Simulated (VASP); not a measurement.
# TiAl3 (I4/mmm) in VASP: single point with PBE

Aim: the single point of TiAl3 with PBE.

Everything below comes from runs of VASP 6.6.1. Logs are shortened: lines on timing, memory, paths and dates and some standing lists are left out, and cuts for length are marked.

## 1. The cell of the first run

The structure is tetragonal, space group I4/mmm (No. 139). The conventional cell has a = 3.845 Å, b = 3.845 Å, c = 8.623 Å, α = 90.00°, β = 90.00°, γ = 90.00°. Within 3.6 Å of Ti (site symmetry 4/mmm) lie 12 Al at 2.72 to 2.89 Å. Within 3.6 Å of Al (site symmetry 4/mmm) lie 4 Ti at 2.72 Å and 8 Al at 2.89 Å. Al (site symmetry -4m2) has 8 Al at 2.72 to 2.89 Å and 4 Ti at 2.89 Å within 3.6 Å.

## 2. Single point, PBE

File POSCAR:

```
TiAl3
1.0
   -1.9226734293      1.9226734293      4.3114047963
    1.9226734293     -1.9226734293      4.3114047963
    1.9226734293      1.9226734293     -4.3114047963
Ti Al
1 3
Direct
    0.0000000000      0.0000000000      0.0000000000
    0.5000000000      0.5000000000      0.0000000000
    0.7500000000      0.2500000000      0.5000000000
    0.2500000000      0.7500000000      0.5000000000
```

File INCAR.step1:

```
  ALGO = Fast
  EDIFF = 1E-6
  ENCUT = 520
  GGA = PE
  ISIF = 2
  ISMEAR = 0
  LASPH = True
  LCHARG = True
  LMAXMIX = 4
  LREAL = False
  LWAVE = False
  NBANDS = 18
  NELM = 80
  PREC = Accurate
  SIGMA = 0.1
```

File KPOINTS.step1:

```
k-points
0
Gamma
  16 16 16
```

File INCAR.step2:

```
  ALGO = Fast
  EDIFF = 1E-6
  ENCUT = 520
  GGA = PE
  ICHARG = 11
  ISIF = 2
  ISMEAR = -5
  LASPH = True
  LCHARG = False
  LMAXMIX = 4
  LORBIT = 11
  LREAL = False
  LWAVE = False
  NEDOS = 2001
  NELM = 80
  PREC = Accurate
  SIGMA = 0.1
```

File KPOINTS.step2:

```
k-points
0
Gamma
  24 24 24
```

Potentials or basis: VASP PAW PBE potentials, release 64 (Ti_sv, Al).

The run is started by

```
$ cat potpaw_PBE.64/Ti_sv/POTCAR potpaw_PBE.64/Al/POTCAR > POTCAR
$ cp INCAR.step1 INCAR
$ cp KPOINTS.step1 KPOINTS
$ mpirun -np 1 vasp_std > vasp.out
$ cp INCAR.step2 INCAR
$ cp KPOINTS.step2 KPOINTS
$ mpirun -np 1 vasp_std > vasp.out
```

OUTCAR:

```text
EDIFF = 1E-6
   ENCUT = 520
   GGA = PE
   ICHARG = 11
   ISIF = 2
   ISMEAR = -5
   LASPH = True
   LORBIT = 11
   LREAL = False
   NELM = 80
   PREC = Accurate

 ion  position               nearest neighbor table
   1  0.000  0.000  0.000-   2 2.72   2 2.72   2 2.72   2 2.72   4 2.89   3 2.89   4 2.89   4 2.89
                             3 2.89   3 2.89   4 2.89   3 2.89
   2  0.500  0.500  0.000-   1 2.72   1 2.72   1 2.72   1 2.72   4 2.89   3 2.89   4 2.89   3 2.89
                             4 2.89   4 2.89   3 2.89   3 2.89
   3  0.750  0.250  0.500-   4 2.72   4 2.72   4 2.72   4 2.72   2 2.89   1 2.89   2 2.89   1 2.89
                             2 2.89   2 2.89   1 2.89   1 2.89
   4  0.250  0.750  0.500-   3 2.72   3 2.72   3 2.72   3 2.72   2 2.89   1 2.89   2 2.89   2 2.89
                             1 2.89   1 2.89   2 2.89   1 2.89

  LATTYP: Found a body centered tetragonal cell.
 ALAT       =     3.8453468586
 C/A-ratio  =     2.2424009874

  Lattice vectors:

 A1 = (  -1.9226734293,   1.9226734293,   4.3114047963)
 A2 = (   1.9226734293,  -1.9226734293,   4.3114047963)
 A3 = (   1.9226734293,   1.9226734293,  -4.3114047963)

Analysis of symmetry for initial positions (statically):
=====================================================================
 Subroutine PRICEL returns:
 Original cell was already a primitive cell.

 Routine SETGRP: Setting up the symmetry group for a
 body centered tetragonal supercell.

 Subroutine GETGRP returns: Found 16 space group operations
 (whereof 16 operations were pure point group operations)
 out of a pool of 16 trial point group operations.

The static configuration has the point symmetry D_4h.

Analysis of symmetry for dynamics (positions and initial velocities):
=====================================================================
 Subroutine PRICEL returns:
 Original cell was already a primitive cell.

 Routine SETGRP: Setting up the symmetry group for a
 body centered tetragonal supercell.

 Subroutine GETGRP returns: Found 16 space group operations
 (whereof 16 operations were pure point group operations)
 out of a pool of 16 trial point group operations.

The dynamic configuration has the point symmetry D_4h.

 Subroutine INISYM returns: Found 16 space group operations
 (whereof 16 operations are pure point group operations),
 and found     1 'primitive' translations

----------------------------------------------------------------------------------------

                                     Primitive cell

  volume of cell :      63.7514

[... 119 lines left out ...]
   GGA     = PE    functional components
   LHFCALC =     F    Hartree Fock is set to
   AEXX    =    0.0000 exact exchange contribution
   IVDW    =     0    specifies the selected vdW correction
   LEPSILON=     F    determine dielectric tensor
   LRPA    =     F    only Hartree local field effects (RPA)
 non-spin polarized calculation
 RMM-DIIS sequential band-by-band and
 Fermi weights with tetrahedron method with Bloechl corrections
  energy-cutoff  :      520.00
  volume of cell :       63.75
 maximum number of plane-waves:      1752
 NGX is ok and might be reduce to    40

 number of electron      21.0000000 magnetization

 Free energy of the ion-electron system (eV)
  ---------------------------------------------------
  ext. energy  EPLUGINS =         0.00000000
  ---------------------------------------------------
  free energy    TOTEN  =       -20.66129454 eV

  energy without entropy =      -20.66129454  energy(sigma->0) =      -20.66129454

 E-fermi :   8.1649     XC(G=0): -10.7175

 val. band max:        8.1855731948   @ k =  -0.4583   0.5000   0.2917
 cond. band min:       8.1656620373   @ k =  -0.4167  -0.4167   0.3750
 fundamental gap:     -0.0199111575
 Fermi energy:         8.1649268809

 k-point     1 :       0.0000    0.0000    0.0000
  band No.  band energies     occupation
      1     -48.3321      2.00000
      2     -24.6445      2.00000
      3     -24.6445      2.00000
      4     -24.5658      2.00000
      5      -1.8573      2.00000
      6       5.3135      2.00000
      7       5.5546      2.00000
      8       6.7993      2.00000
      9       6.9609      2.00000
     10       6.9609      2.00000
     11       8.9899      0.00000
     12       9.8848      0.00000
     13       9.8848      0.00000
     14      10.4072      0.00000
[... 377 lines left out ...]
      1     -48.3309      2.00000
      2     -24.6697      2.00000
      3     -24.6432      2.00000
      4     -24.5646      2.00000
      5       0.6662      2.00000
      6       1.5145      2.00000
      7       4.4872      2.00000
      8       5.3519      2.00000
      9       7.0740      2.00000
     10       7.8901      2.00000
     11       8.6169      0.00000
     12       9.9031      0.00000
     13      10.1161      0.00000
     14      10.8932      0.00000

 [... further k-points ...]

------------------------ aborting loop because EDIFF is reached ----------------------------------------

  FORCE on cell =-STRESS in cart. coord.  units (eV):
  Direction    XX          YY          ZZ          XY          YZ          ZX
  --------------------------------------------------------------------------------------
  -------------------------------------------------------------------------------------
  Total       -0.0730599     -0.0730599     -0.0670573      0.0000000      0.0000000      0.0000000
  in kB       -1.8361141     -1.8361141     -1.6852603      0.0000000      0.0000000      0.0000000
  external PRESSURE =      -1.7858295 kB  Pullay stress =       0.0000000 kB

 VOLUME and BASIS-vectors are now :
 -----------------------------------------------------------------------------
  energy-cutoff  :      520.00
  volume of cell :       63.75
      direct lattice vectors                 reciprocal lattice vectors
    -1.922673429  1.922673429  4.311404796     0.000000000  0.260054564  0.115971481
     1.922673429 -1.922673429  4.311404796     0.260054564  0.000000000  0.115971481
     1.922673429  1.922673429 -4.311404796     0.260054564  0.260054564  0.000000000

 POSITION                                       TOTAL-FORCE (eV/Angst)
 -----------------------------------------------------------------------------------
      0.00000      0.00000      0.00000         0.000000     -0.000000      0.000000
      0.00000      0.00000      4.31140         0.000000     -0.000000      0.000000
     -0.00000      1.92267      2.15570        -0.000000      0.000000     -0.000000
      1.92267     -0.00000      2.15570         0.000000      0.000000      0.000000
 -----------------------------------------------------------------------------------
    total drift:                               -0.000000     -0.000000      0.000000

  FREE ENERGIE OF THE ION-ELECTRON SYSTEM (eV)
  ---------------------------------------------------
  free  energy   TOTEN  =       -20.6612945416 eV

  energy  without entropy=      -20.6612945416  energy(sigma->0) =      -20.66129454

 total charge

# of ion       s       p       d       tot
------------------------------------------
    1        2.164   6.112   2.004  10.280
    2        0.445   0.368   0.000   0.813
    3        0.406   0.398   0.000   0.804
    4        0.406   0.398   0.000   0.804
--------------------------------------------------
tot          3.421   7.277   2.004  12.702
```

OSZICAR.step1:

```text
N       E                     dE             d eps       ncg     rms          rms(c)
DAV:   1     0.120796743064E+03    0.12080E+03   -0.91796E+03 12564   0.107E+03
DAV:   2    -0.140330158943E+02   -0.13483E+03   -0.13131E+03 12824   0.282E+02
DAV:   3    -0.224778487766E+02   -0.84448E+01   -0.82783E+01 19828   0.657E+01
[... 21 lines left out ...]
RMM:  25    -0.206654919594E+02   -0.19431E-05   -0.22923E-05 14172   0.149E-02    0.218E-02
RMM:  26    -0.206654933282E+02   -0.13688E-05   -0.16115E-05 14007   0.132E-02    0.212E-02
RMM:  27    -0.206654945153E+02   -0.11871E-05   -0.14620E-05 13526   0.120E-02    0.206E-02
RMM:  28    -0.206654954136E+02   -0.89828E-06   -0.10063E-05 12201   0.101E-02    0.212E-02
RMM:  29    -0.206654961648E+02   -0.75118E-06   -0.98101E-06 12419   0.981E-03
   1 F= -.20665496E+02 E0= -.20661118E+02  d E =-.875592E-02
```

Wall time 70 min (1 thread of Oxide Virtual Turin-like, shared host); peak memory 1 GiB.

Results:

```yaml
Valence_electrons_inside_the_program's_atomic_spheres: Ti 10.28; Al 0.81, 0.80 (each value once)
```
